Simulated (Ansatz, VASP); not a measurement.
# Nb in VASP and in Ansatz

```
Nb
1.0
     2.87319    0.00000    0.00000
    -1.43659    2.48825    0.00000
     0.00000    0.00000    5.25389
Nb
2
Direct
  0.33333 0.66667 0.25000
  0.66667 0.33333 0.75000
```

Alike in both runs: task single point; functional PBEsol; k mesh 14 × 14 × 7; occupations fermi-dirac, width 0.1 eV; no spin polarisation.

```csv
,VASP,Ansatz
version,VASP 6.6.1,Ansatz 0.2.0
potentials or method,"VASP PAW PBE potentials, release 64 (Nb_sv), cutoff 520 eV","plane waves (420 eV) with PAW, scalar-relativistic"
valence electrons in the cell,26,26
```

|  | VASP | Ansatz | Ansatz less VASP |
| --- | --- | --- | --- |
| pressure (GPa) | -6.7 | -6.4 | +0.27 |
| traceless stress, the component that is largest in VASP (GPa) | 0.65 | 0.69 | +0.040 |

VASP's potentials were made for PBE, not for PBEsol, and Ansatz warns of the same on its side.
